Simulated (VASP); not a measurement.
**LiH: single point with PBEsol**

The system is LiH.

```
Li H
1.0
     0.00000    1.91741    1.91741
     1.91741    0.00000    1.91741
     1.91741    1.91741    0.00000
Li H
1 1
Direct
  0.00000 0.00000 0.00000
  0.50000 0.50000 0.50000
```

```yaml
Program: VASP 6.6.1
Task: single point
Functional: PBEsol
Potentials_or_basis: VASP PAW PBE potentials, release 64 (Li_sv, H)
Cutoff: 520 eV
k_mesh: 7 × 7 × 7
Occupations: fermi-dirac, width 0.1 eV
Spin: no spin polarisation
```

- Band gap on the k mesh: 3.19 eV, direct

Levels at points of the mesh, in eV from the valence-band top:
| k point | band 1 | band 2 | band 3 | band 4 | band 5 | band 6 | band 7 |
| --- | --- | --- | --- | --- | --- | --- | --- |
| (0.00, 0.00, 0.00) | -43.46 | -5.89 | 18.07 | 19.26 | 19.26 | 19.26 | 24.16 |

Run time: 2.7 s on 1 thread of Intel(R) Xeon(R) Platinum 8375C CPU @ 2.90GHz (Ice Lake), with other jobs on the host, peak memory 0.11 GiB.

 A k mesh can miss the band edges.
